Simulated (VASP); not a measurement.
# V (Im-3m) in VASP: a series of runs

Runs on V. Level: r2SCAN. Tasks: single point.

Program: VASP 6.6.1. These are calculated values, not measurements. Logs are shortened: lines on timing, memory, paths and dates and some standing lists are left out, and cuts for length are marked.

## Step 1: The cell of the first run

It takes space group Im-3m (No. 229, cubic). Conventional cell: a = 2.984 Å, b = 2.984 Å, c = 2.984 Å, α = 90.00°, β = 90.00°, γ = 90.00°. Within 3.4 Å of V (site symmetry m-3m) lie 14 V at 2.58 to 2.98 Å.

## Step 2: Single point, r2SCAN

POSCAR

```
V
1.0
   -1.4917693513      1.4917693513      1.4917693513
    1.4917693513     -1.4917693513      1.4917693513
    1.4917693513      1.4917693513     -1.4917693513
V
1
Direct
    0.0000000000      0.0000000000      0.0000000000
```

INCAR.step1

```
  PREC = Accurate
  ENCUT = 520
  ISMEAR = 0
  SIGMA = 0.1
  LREAL = False
  LASPH = True
  NELM = 100
  NBANDS = 12
  GGA = PE
  ALGO = Normal
  EDIFF = 1E-4
  LWAVE = True
  LCHARG = False
```

INCAR.step2

```
  PREC = Accurate
  ENCUT = 520
  EDIFF = 1E-7
  ISMEAR = 0
  SIGMA = 0.1
  LREAL = False
  LASPH = True
  NELM = 100
  ALGO = Normal
  ISIF = 2
  LWAVE = False
  LCHARG = False
  METAGGA = R2SCAN
  LMIXTAU = True
  NBANDS = 12
  ISTART = 1
```

KPOINTS

```
regular mesh
0
Gamma
  15 15 15
```

Potentials or basis: VASP PAW PBE potentials, release 64 (V_sv).

Launch:

```console
> cat potpaw_PBE.64/V_sv/POTCAR > POTCAR
> cp INCAR.step1 INCAR
> mpirun -np 1 vasp_std > vasp.out
> cp INCAR.step2 INCAR
> mpirun -np 1 vasp_std > vasp.out
```

OUTCAR:

```text
PREC = Accurate
   ENCUT = 520
   EDIFF = 1E-7
   ISMEAR = 0
   LREAL = False
   LASPH = True
   NELM = 100
   ISIF = 2
   METAGGA = R2SCAN
   ISTART = 1

 ion  position               nearest neighbor table
   1  0.000  0.000  0.000-

  LATTYP: Found a body centered cubic cell.
 ALAT       =     2.9835387026

  Lattice vectors:

 A1 = (  -1.4917693513,   1.4917693513,   1.4917693513)
 A2 = (   1.4917693513,  -1.4917693513,   1.4917693513)
 A3 = (   1.4917693513,   1.4917693513,  -1.4917693513)

Analysis of symmetry for initial positions (statically):
=====================================================================
 Subroutine PRICEL returns:
 Original cell was already a primitive cell.

 Routine SETGRP: Setting up the symmetry group for a
 body centered cubic supercell.

 Subroutine GETGRP returns: Found 48 space group operations
 (whereof 48 operations were pure point group operations)
 out of a pool of 48 trial point group operations.

The static configuration has the point symmetry O_h .

Analysis of symmetry for dynamics (positions and initial velocities):
=====================================================================
 Subroutine PRICEL returns:
 Original cell was already a primitive cell.

 Routine SETGRP: Setting up the symmetry group for a
 body centered cubic supercell.

 Subroutine GETGRP returns: Found 48 space group operations
 (whereof 48 operations were pure point group operations)
 out of a pool of 48 trial point group operations.

The dynamic configuration has the point symmetry O_h .

 Subroutine INISYM returns: Found 48 space group operations
 (whereof 48 operations are pure point group operations),
 and found     1 'primitive' translations

----------------------------------------------------------------------------------------

                                     Primitive cell

  volume of cell :      13.2790

  direct lattice vectors                    reciprocal lattice vectors
    -1.491769351  1.491769351  1.491769351     0.000000000  0.335172458  0.335172458
     1.491769351 -1.491769351  1.491769351     0.335172458  0.000000000  0.335172458
     1.491769351  1.491769351 -1.491769351     0.335172458  0.335172458  0.000000000

  length of vectors
     2.583820310  2.583820310  2.583820310     0.474005436  0.474005436  0.474005436

  position of ions in fractional coordinates (direct lattice)
     0.000000000  0.000000000  0.000000000

  ion indices of the primitive-cell ions
   primitive index   ion index
                 1           1

----------------------------------------------------------------------------------------

 KPOINTS: regular mesh

Automatic generation of k-mesh.
 Grid dimensions read from file:
 generate k-points for:   15   15   15

 Generating k-lattice:

  Cartesian coordinates                     Fractional coordinates (reciprocal lattice)
     0.000000000  0.022344831  0.022344831     0.066666667  0.000000000  0.000000000
     0.022344831  0.000000000  0.022344831     0.000000000  0.066666667  0.000000000
     0.022344831  0.022344831  0.000000000     0.000000000  0.000000000  0.066666667

  Length of vectors
     0.031600362  0.031600362  0.031600362

  Shift w.r.t. Gamma in fractional coordinates (k-lattice)
     0.000000000  0.000000000  0.000000000

 Subroutine IBZKPT returns following result:
 ===========================================

 Found    120 irreducible k-points:

 Following reciprocal coordinates:
            Coordinates               Weight
  0.000000  0.000000  0.000000      1.000000
  0.066667  0.000000  0.000000     12.000000
  0.133333  0.000000  0.000000     12.000000
  0.200000  0.000000  0.000000     12.000000
  0.266667  0.000000  0.000000     12.000000
  0.333333  0.000000  0.000000     12.000000
[... 16 lines left out ...]
  0.333333  0.200000  0.000000     48.000000
  0.400000  0.200000  0.000000     24.000000
 [... further k-points ...]
   k-points           NKPTS =    120   k-points in BZ     NKDIM =    120   number of bands    NBANDS=     12
   number of dos      NEDOS =    301   number of ions     NIONS =      1
   total plane-waves  NPLWV =   8000
   dimension x,y,z NGX =    20 NGY =   20 NGZ =   20
   dimension x,y,z NGXF=    40 NGYF=   40 NGZF=   40
   ions per type =               1
   NGX,Y,Z   is equivalent  to a cutoff of  12.87, 12.87, 12.87 a.u.
   NGXF,Y,Z  is equivalent  to a cutoff of  25.74, 25.74, 25.74 a.u.
 SYSTEM =  unknown system
   PREC   = accura    normal or accurate (medium, high low for compatibility)
   ISTART =      1    job   : 0-new  1-cont  2-samecut
   ICHARG =      0    charge: 1-file 2-atom 10-const
   ISPIN  =      1    spin polarized calculation?
   LNONCOLLINEAR =      F non collinear calculations
   LSORBIT =      F    spin-orbit coupling
   LASPH  =      T    aspherical Exc in radial PAW
   ENCUT  =  520.0 eV  38.22 Ry    6.18 a.u.   4.80  4.80  4.80*2*pi/ulx,y,z
   NELM   =    100;   NELMIN=  2; NELMDL=  0     # of ELM steps
   EDIFF  = 0.1E-06   stopping-criterion for ELM
   LREAL  =      F    real-space projection
   EDIFFG = 0.1E-05   stopping-criterion for IOM
   NSW    =      0    number of steps for IOM
   IBRION =     -1    ionic relax: 0-MD 1-quasi-New 2-CG
   NFREE  =      0    steps in history (QN), initial steepest desc. (CG)
   ISIF   =      2    stress and relaxation
   ISYM   =      2    0-nonsym 1-usesym 2-fastsym
   POTIM  = 0.5000    time-step for ionic-motion
   TEBEG  =    0.0;   TEEND  =   0.0 temperature during run
   PSTRESS=    0.0 pullay stress
   NELECT =      13.0000    total number of electrons
   NUPDOWN=      -1.0000    fix difference up-down
   EMIN   =  10.00;   EMAX   =-10.00  energy-range for DOS
   EFERMI =   0.00;   METHOD = LEGACY
   ISMEAR =     0;   SIGMA  =   0.10  broadening in eV -4-tet -1-fermi 0-gaus
   EFERMI_NEDOS =   21; number of points for ismear=-14 and -15
   IALGO  =     38    algorithm
   IMIX   =      4    mixing-type and parameters
     AMIX     =   0.40;   BMIX     =  1.00
     AMIX_MAG =   1.60;   BMIX_MAG =  1.00
  volume/ion in A,a.u.               =      13.28        89.61
  Fermi-wavevector in a.u.,A,eV,Ry     =   1.625552  3.071848 35.952309  2.642420
  Thomas-Fermi vector in A             =   2.718657
   LORBIT       =      0    0 simple, 1 ext, 2 COOP (PROOUT), +10 PAW based schemes
   METAGGA = R2SCAN    functional components
   LHFCALC =     F    Hartree Fock is set to
   AEXX    =    0.0000 exact exchange contribution
   IVDW    =     0    specifies the selected vdW correction
   LEPSILON=     F    determine dielectric tensor
   LRPA    =     F    only Hartree local field effects (RPA)
 non-spin polarized calculation
 Gauss-broadening in eV      SIGMA  =   0.10
  energy-cutoff  :      520.00
  volume of cell :       13.28
 maximum number of plane-waves:       370
   NGX =  9   NGY =  9   NGZ =  9

 number of electron      12.9999992 magnetization

 Free energy of the ion-electron system (eV)
  ---------------------------------------------------
  ext. energy  EPLUGINS =         0.00000000
  ---------------------------------------------------
  free energy    TOTEN  =       -14.13424353 eV

  energy without entropy =      -14.12679056  energy(sigma->0) =      -14.13051705

 E-fermi :   9.8504     XC(G=0): -14.1520

 val. band max:        9.8486185558   @ k =   0.3333   0.1333   0.0000
 cond. band min:       9.8661953909   @ k =   0.1333   0.0667   0.0000
 fundamental gap:      0.0175768351
 Fermi energy:         9.8504488333

 k-point     1 :       0.0000    0.0000    0.0000
  band No.  band energies     occupation
      1     -56.4533      2.00000
      2     -28.5803      2.00000
      3     -28.5803      2.00000
      4     -28.5803      2.00000
      5       2.7510      2.00000
      6      10.3336      0.00000
      7      10.3336      0.00000
      8      10.3336      0.00000
      9      12.5504      0.00000
     10      12.5504      0.00000
     11      31.1960      0.00000
     12      31.1960      0.00000

 k-point     2 :       0.0667    0.0000    0.0000
  band No.  band energies     occupation
      1     -56.4439      2.00000
      2     -28.6247      2.00000
      3     -28.5936      2.00000
      4     -28.5806      2.00000
      5       2.9416      2.00000
      6      10.2508      0.00000
      7      10.3136      0.00000
      8      10.4680      0.00000
      9      12.4547      0.00000
     10      12.5552      0.00000
     11      30.8644      0.00000
     12      31.1675      0.00000

 k-point     3 :       0.1333    0.0000    0.0000
  band No.  band energies     occupation
      1     -56.4175      2.00000
      2     -28.7492      2.00000
      3     -28.6311      2.00000
      4     -28.5816      2.00000
      5       3.4906      2.00000
      6      10.0232      0.01456
      7      10.2182      0.00000
      8      10.8591      0.00000
      9      12.2591      0.00000
     10      12.5740      0.00000
     11      29.8732      0.00000
     12      30.8957      0.00000
[... 286 lines left out ...]
 k-point    23 :       0.3333    0.2000    0.0000
  band No.  band energies     occupation
      1     -56.2251      2.00000
      2     -29.4225      2.00000
      3     -28.9975      2.00000
      4     -28.6757      2.00000
      5       7.3680      2.00000
      6       8.7124      2.00000
      7       9.5620      1.99995
      8      12.3918      0.00000
      9      13.0811      0.00000
     10      15.9658      0.00000
     11      21.3680      0.00000
     12      24.1569      0.00000

 k-point    24 :       0.4000    0.2000    0.0000
  band No.  band energies     occupation
      1     -56.2173      2.00000
      2     -29.4384      2.00000
      3     -29.0240      2.00000
      4     -28.6776      2.00000
      5       7.3745      2.00000
      6       8.7147      2.00000
      7       9.6922      1.97479
      8      12.4593      0.00000
      9      13.1206      0.00000
     10      16.5585      0.00000
     11      20.4733      0.00000
     12      23.9463      0.00000

 [... further k-points ...]
[... 5 lines left out ...]
  --------------------------------------------------------------------------------------
  -------------------------------------------------------------------------------------
  Total        0.0183397      0.0183397      0.0183397     -0.0000000     -0.0000000      0.0000000
  in kB        2.2127814      2.2127814      2.2127814     -0.0000000     -0.0000000      0.0000000
  external PRESSURE =       2.2127814 kB  Pullay stress =       0.0000000 kB

 VOLUME and BASIS-vectors are now :
 -----------------------------------------------------------------------------
  energy-cutoff  :      520.00
  volume of cell :       13.28
      direct lattice vectors                 reciprocal lattice vectors
    -1.491769351  1.491769351  1.491769351     0.000000000  0.335172458  0.335172458
     1.491769351 -1.491769351  1.491769351     0.335172458  0.000000000  0.335172458
     1.491769351  1.491769351 -1.491769351     0.335172458  0.335172458  0.000000000

 POSITION                                       TOTAL-FORCE (eV/Angst)
 -----------------------------------------------------------------------------------
      0.00000      0.00000      0.00000         0.000000     -0.000000      0.000000
 -----------------------------------------------------------------------------------
    total drift:                               -0.000000     -0.000000      0.000000

  FREE ENERGIE OF THE ION-ELECTRON SYSTEM (eV)
  ---------------------------------------------------
  free  energy   TOTEN  =       -14.1342435315 eV

  energy  without entropy=      -14.1267905650  energy(sigma->0) =      -14.13051705
```

Run time: 39 s. Hardware: 1 thread of AMD EPYC 9R45 (Zen 5), shared host; peak memory 0.11 GiB.

What came out:

| Quantity | Value |
| --- | --- |
| Free energy | -14.1342 eV |
| Pressure | 0.2 GPa |

Caveat: the PAW data sets were made with another functional, which shifts forces and pressure a little.

## Step 3: Single point, r2SCAN

POSCAR is that of step 2.

INCAR.step1

```
SYSTEM = V
PREC = Accurate ; ENCUT = 520
ISMEAR = 0 ; SIGMA = 0.2
LREAL = .FALSE. ; LASPH = .TRUE.
NELM = 100 ; NBANDS = 12
GGA = PE ; ALGO = Normal
EDIFF = 1E-4 ; LWAVE = .TRUE.
LCHARG = .FALSE.
```

INCAR.step2

```
SYSTEM = V
PREC = Accurate ; ENCUT = 520
EDIFF = 1E-6 ; ISMEAR = 0
SIGMA = 0.2 ; LREAL = .FALSE.
LASPH = .TRUE. ; NELM = 100
ALGO = Normal ; ISIF = 2
LWAVE = .FALSE. ; LCHARG = .FALSE.
METAGGA = R2SCAN ; LMIXTAU = .TRUE.
NBANDS = 12 ; ISTART = 1
```

KPOINTS

```
regular mesh
0
G
  15 15 15
  0 0 0
```

Potentials or basis: VASP PAW PBE potentials, release 64 (V_sv).

Launch:

```console
> cat potpaw_PBE.64/V_sv/POTCAR > POTCAR
> cp INCAR.step1 INCAR
> mpirun -np 1 vasp_std > vasp.out
> cp INCAR.step2 INCAR
> mpirun -np 1 vasp_std > vasp.out
```

OUTCAR:

```text
SYSTEM = V
   PREC = Accurate
   ENCUT = 520
   EDIFF = 1E-6
   ISMEAR = 0
   LREAL = .FALSE.
   LASPH = .TRUE.
   NELM = 100
   ISIF = 2
   METAGGA = R2SCAN
   ISTART = 1

 ion  position               nearest neighbor table
   1  0.000  0.000  0.000-

  LATTYP: Found a body centered cubic cell.
 ALAT       =     2.9835387026

  Lattice vectors:

 A1 = (  -1.4917693513,   1.4917693513,   1.4917693513)
 A2 = (   1.4917693513,  -1.4917693513,   1.4917693513)
 A3 = (   1.4917693513,   1.4917693513,  -1.4917693513)

Analysis of symmetry for initial positions (statically):
=====================================================================
 Subroutine PRICEL returns:
 Original cell was already a primitive cell.

 Routine SETGRP: Setting up the symmetry group for a
 body centered cubic supercell.

 Subroutine GETGRP returns: Found 48 space group operations
 (whereof 48 operations were pure point group operations)
 out of a pool of 48 trial point group operations.

The static configuration has the point symmetry O_h .

Analysis of symmetry for dynamics (positions and initial velocities):
[... 159 lines left out ...]
 val. band max:        9.8481563105   @ k =   0.3333   0.1333   0.0000
 cond. band min:       9.8647745073   @ k =   0.1333   0.0667   0.0000
 fundamental gap:      0.0166181968
 Fermi energy:         9.8601911170

 k-point     1 :       0.0000    0.0000    0.0000
  band No.  band energies     occupation
      1     -56.4544      2.00000
      2     -28.5813      2.00000
      3     -28.5812      2.00000
      4     -28.5812      2.00000
      5       2.7506      2.00000
      6      10.3321      0.00085
      7      10.3321      0.00085
      8      10.3321      0.00085
      9      12.5507      0.00000
     10      12.5507      0.00000
     11      31.1961      0.00000
     12      31.1962      0.00000
[... 331 lines left out ...]
 k-point    24 :       0.4000    0.2000    0.0000
  band No.  band energies     occupation
      1     -56.2184      2.00000
      2     -29.4394      2.00000
      3     -29.0250      2.00000
      4     -28.6786      2.00000
      5       7.3739      2.00000
      6       8.7136      2.00000
      7       9.6918      1.76612
      8      12.4590      0.00000
      9      13.1202      0.00000
     10      16.5577      0.00000
     11      20.4726      0.00000
     12      23.9459      0.00000

 [... further k-points ...]
[... 5 lines left out ...]
  --------------------------------------------------------------------------------------
  -------------------------------------------------------------------------------------
  Total        0.0448372      0.0448372      0.0448372     -0.0000000      0.0000000     -0.0000000
  in kB        5.4098400      5.4098400      5.4098400     -0.0000000      0.0000000     -0.0000000
  external PRESSURE =       5.4098400 kB  Pullay stress =       0.0000000 kB

 VOLUME and BASIS-vectors are now :
 -----------------------------------------------------------------------------
  energy-cutoff  :      520.00
  volume of cell :       13.28
      direct lattice vectors                 reciprocal lattice vectors
    -1.491769351  1.491769351  1.491769351     0.000000000  0.335172458  0.335172458
     1.491769351 -1.491769351  1.491769351     0.335172458  0.000000000  0.335172458
     1.491769351  1.491769351 -1.491769351     0.335172458  0.335172458  0.000000000

 POSITION                                       TOTAL-FORCE (eV/Angst)
 -----------------------------------------------------------------------------------
      0.00000      0.00000      0.00000        -0.000000     -0.000000     -0.000000
 -----------------------------------------------------------------------------------
    total drift:                                0.000000     -0.000000      0.000000

  FREE ENERGIE OF THE ION-ELECTRON SYSTEM (eV)
  ---------------------------------------------------
  free  energy   TOTEN  =       -14.1457570385 eV

  energy  without entropy=      -14.1142250958  energy(sigma->0) =      -14.12999107
```

OUTCAR.step1:

```text
SYSTEM = V
   PREC = Accurate
   ENCUT = 520
   ISMEAR = 0
   LREAL = .FALSE.
   LASPH = .TRUE.
[... 576 lines left out ...]
 POSITION                                       TOTAL-FORCE (eV/Angst)
 -----------------------------------------------------------------------------------
      0.00000      0.00000      0.00000         0.000000      0.000000      0.000000
 -----------------------------------------------------------------------------------
    total drift:                                0.000000     -0.000000      0.000000

  FREE ENERGIE OF THE ION-ELECTRON SYSTEM (eV)
  ---------------------------------------------------
  free  energy   TOTEN  =        -9.0083914278 eV

  energy  without entropy=       -8.9754162872  energy(sigma->0) =       -8.99190386
```

It took 39 s on 1 thread of AMD EPYC 9R45 (Zen 5), shared host; peak memory 0.11 GiB.

What came out:

```
Free energy : -14.1458 eV
Pressure    : 0.5 GPa
```

Levels at points of the mesh, in eV from the Fermi level:
| k point | band 3 | band 4 | band 5 | band 6 | band 7 | band 8 | band 9 | band 10 |
| --- | --- | --- | --- | --- | --- | --- | --- | --- |
| (0.00, 0.00, 0.00) | -38.44 | -38.44 | -7.11 | 0.47 | 0.47 | 0.47 | 2.69 | 2.69 |

Caveat: the PAW data sets were made with another functional, which shifts forces and pressure a little.

(Continued in part 2 of 2.)
